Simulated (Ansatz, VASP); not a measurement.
# One calculation of Cd7S, two programs

```xyz
8
Lattice="3.1500 0.0000 0.0000 -1.5750 2.7280 0.0000 0.0000 0.0000 21.2000" Properties=species:S:1:pos:R:3 pbc="T T T"
Cd    1.5750    0.9093   19.2920
Cd    0.0000    1.8187    1.9080
Cd    0.0000    1.8187   16.3876
Cd    1.5750    0.9093   13.5044
Cd    1.5750    0.9093    4.8124
Cd    0.0000    1.8187    7.6956
Cd    0.0000    0.0000   10.6000
S     0.0000    0.0000    0.0000
```

Alike in both runs: task relaxation of cell and atoms; functional PBE; k mesh 6 × 6 × 1; occupations gaussian, width 0.2 eV; no spin polarisation.

|  | VASP | Ansatz |
| --- | --- | --- |
| version | VASP 6.6.1 | Ansatz 0.2.0 |
| potentials or method | VASP PAW PBE potentials, release 64 (Cd, S), cutoff 600 eV | scalar-relativistic, plane waves, PAW |
| valence electrons in the cell | 90 | 146 |

VASP gave:

| Property | Result |
| --- | --- |
| gap on the k mesh at the Fermi level, each at its own relaxed structure (eV) | none |
| relaxed volume (Å³/atom) | 22.95 |
| relaxed cell length with the largest relative difference (Å) | 21.073 |

What did Ansatz give for the same quantities?

gap on the k mesh at the Fermi level, each at its own relaxed structure (eV): none; relaxed volume (Å³/atom): 22.99; relaxed cell length with the largest relative difference (Å): 20.969.

A gap of «none» marks a metal or a gap that the smearing closes. VASP's potentials hold 90 valence electrons a cell and Ansatz's 146, so a difference there can come from the potentials and not from the codes.

The k mesh is coarse, so the values compare programs but aren't converged.
